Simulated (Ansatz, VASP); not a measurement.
Two plane-wave programs on MgB2

```
CELL_PARAMETERS angstrom
3.07013 0.00000 0.00000
-1.53507 2.65881 0.00000
0.00000 0.00000 3.50722
ATOMIC_POSITIONS crystal
Mg 0.00000 0.00000 0.00000
B 0.33333 0.66667 0.50000
B 0.66667 0.33333 0.50000
```

Alike in both runs: functional r2SCAN; k mesh 12 × 12 × 8; occupations fermi-dirac, width 0.1 eV; no spin polarisation.

Ansatz relaxed the structure, and its values are those at the end. VASP's run is a single point on that final structure, the one shown.

|  | VASP | Ansatz |
| --- | --- | --- |
| version | VASP 6.6.1 | Ansatz 0.2.0 |
| potentials or method | VASP PAW PBE potentials, release 64 (Mg_sv, B) | PAW with Ansatz's default frozen-core files, scalar-relativistic |
| plane-wave cutoff (eV) | 750 | 500 |
| valence electrons in the cell | 16 | 16 |

Ansatz gave:

```
pressure (GPa) : 0.0
```

Question: What did VASP give for the same quantities?

Answer: Pressure (GPa): -0.1.

VASP's potentials were made for PBE, not for r2SCAN. The functional is the same, so the differences come from potentials, cutoffs and numerics.
